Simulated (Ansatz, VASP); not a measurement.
# One calculation of BaBe6C3, two programs

```
CELL_PARAMETERS angstrom
2.73787 -6.32589 0.00000
2.73787 6.32589 0.00000
0.00000 0.00000 4.85108
ATOMIC_POSITIONS crystal
Ba 0.00000 0.00000 0.50000
Be 0.00000 0.50000 0.50000
Be 0.50000 0.00000 0.50000
Be 0.58902 0.41098 0.25000
Be 0.58902 0.41098 0.75000
Be 0.41098 0.58902 0.25000
Be 0.41098 0.58902 0.75000
C 0.67805 0.32195 0.50000
C 0.32195 0.67805 0.50000
C 0.50000 0.50000 0.00000
```

Alike in both runs: task single point; functional PBE; k mesh 4 × 4 × 4; occupations gaussian, width 0.1 eV; collinear spin.

|  | VASP | Ansatz |
| --- | --- | --- |
| version | VASP 6.6.1 | Ansatz 0.2.0 |
| potentials or method | VASP PAW PBE potentials, release 64 (Ba_sv, Be, C), cutoff 520 eV | scalar-relativistic, plane waves, PAW |
| valence electrons in the cell | 34 | 34 |

```tsv
	VASP	Ansatz	Ansatz less VASP
gap on the k mesh at the Fermi level (eV)	none	none	-
pressure (GPa)	0.3	0.1	-0.19
traceless stress, the component that is largest in VASP (GPa)	2.47	2.51	+0.034
rms of the force components (eV/Å)	0.128	0.132	+0.0039
net moment per atom (μB)	0.00	0.00	0.000
```

Atom by atom the forces differ by 0.012 eV/Å (rms over components). A gap of «none» marks a metal or a gap that the smearing closes. With one functional, cell and mesh, what is left measures potentials, basis and numerics. Ansatz's warnings: seeded moment not kept.

Neither program's run includes spin-orbit coupling.
